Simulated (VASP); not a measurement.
Set up this calculation in VASP 6.6.1, as the native input.

| Property | Result |
| --- | --- |
| Task | single point |
| Functional | PBE |
| Potentials or basis | VASP PAW PBE potentials, release 64 (Nb_sv) |
| Cutoff | 520 eV |
| k mesh | 20 × 20 × 20 |
| Occupations | gaussian, width 0.15 eV |
| Spin | no spin polarisation |
| Dipole correction | no |
| Further INCAR settings | ALGO = Fast; EDIFF = 1e-07; NBANDS = 12 |

The structure of Nb lies in POSCAR:

```
Nb
1.0
   -1.5807525000      1.5807525000      1.7471475000
    1.5807525000     -1.5807525000      1.7471475000
    1.5807525000      1.5807525000     -1.7471475000
Nb
1
Direct
    0.0000000000      0.0000000000      0.0000000000
```

This cell differs from its parent crystal: strain -0.050 along x and y, +0.050 along z.

One way to write it, as run:

INCAR

```
SYSTEM = Nb
PREC = Accurate
ENCUT = 520
EDIFF = 1E-7
ISMEAR = 0
SIGMA = 0.15
LREAL = .False.
LASPH = .True.
NELM = 100
ALGO = Fast
ISIF = 2
LWAVE = .False.
LCHARG = .False.
GGA = PE
NBANDS = 12
```

KPOINTS

```
regular mesh
0
Gamma
  20 20 20
  0 0 0
```

Potentials or basis: VASP PAW PBE potentials, release 64 (Nb_sv).

Command:

```console
$ cat potpaw_PBE.64/Nb_sv/POTCAR > POTCAR
$ mpirun -np 1 vasp_std > vasp.out
```

It gave:

* Pressure: 7.4 GPa

Caveat: the cell differs from its parent crystal (strain -0.050 along x and y, +0.050 along z).

Wall time 3.6 min on 1 thread of Intel(R) Xeon(R) Platinum 8488C (Sapphire Rapids), with other jobs on the host, peak memory 0.25 GiB.
